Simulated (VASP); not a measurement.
Write the native input for VASP 6.6.1 that does the following.

```
Task                   : single point
Functional             : LDA
Potentials or basis    : VASP PAW LDA potentials, release 64 (Sc_sv, Al)
Cutoff                 : 520 eV
k mesh                 : 5 × 5 × 5
Occupations            : methfessel-paxton, width 0.15 eV
Spin                   : no spin polarisation
Dipole correction      : no
Further INCAR settings : ALGO = Normal; EDIFF = 1e-06; NBANDS = 18
```

The structure of ScAl3 lies in POSCAR:

```
ScAl3
1.0
    4.0878070000      0.0000000000      0.0000000000
    0.0000000000      4.0878070000      0.0000000000
    0.0000000000      0.0000000000      4.0878070000
Sc Al
1 3
Direct
    0.0000000000      0.0000000000      0.0000000000
    0.5000000000      0.0000000000      0.5000000000
    0.0000000000      0.5000000000      0.5000000000
    0.5000000000      0.5000000000      0.0000000000
```

One way to write it, as run:

INCAR

```
PREC = Accurate
ENCUT = 520
EDIFF = 1E-6
ISMEAR = 1
SIGMA = 0.15
LREAL = False
LASPH = True
NELM = 80
ALGO = Normal
ISIF = 2
LWAVE = False
LCHARG = False
GGA = CA
NBANDS = 18
```

KPOINTS

```
Automatic mesh
0
Gamma
  5 5 5
```

Potentials or basis: VASP PAW LDA potentials, release 64 (Sc_sv, Al).

Command:

```bash
$ cat potpaw_LDA.64/Sc_sv/POTCAR potpaw_LDA.64/Al/POTCAR > POTCAR
$ mpirun -np 1 vasp_std > vasp.out
```

It gave:

The pressure is -3.7 GPa and the band gap on the k mesh is zero (band 10 reaches 7.86 eV, above the bottom of band 11 at 4.81 eV).

Wall time 24 s on 1 thread of Intel Xeon 6975P-C, with other jobs on the host, peak memory 0.15 GiB.
